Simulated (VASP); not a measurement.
Runs of VASP 6.6.1 on AgCl. Symmetry: Fm-3m, No. 225, cubic system. The conventional cell has a = 5.470 Å, b = 5.470 Å, c = 5.470 Å, α = 90.00°, β = 90.00°, γ = 90.00°. Ag (site symmetry m-3m) has 6 Cl at 2.73 Å within 3.6 Å. Within 3.6 Å of Cl (site symmetry m-3m) lie 6 Ag at 2.73 Å. 

```csv
k mesh,gap on the mesh (eV),pressure (GPa)
5 × 5 × 5,1.06,3.8
2 × 2 × 2,0.80,10.3
4 × 4 × 4,(b),4.0
7 × 7 × 7,(a),3.8
```

Alike in all rows: task single point; level PBE; potentials or basis VASP PAW PBE potentials, release 64 (Ag, Cl); no spin polarisation; cell as given; cutoff (eV) 500; smearing gaussian 0.01 eV.

Task: Estimate the missing entries.

Result: (a) 0.98; (b) 0.90.

Caveats: some runs use coarse meshes; the cell stands under pressure (at least some runs); an odd mesh through Γ misses points on the zone boundary, where band edges can lie (at least some runs).

A k mesh can miss the band edges, and the runs leave out spin-orbit coupling on Ag.
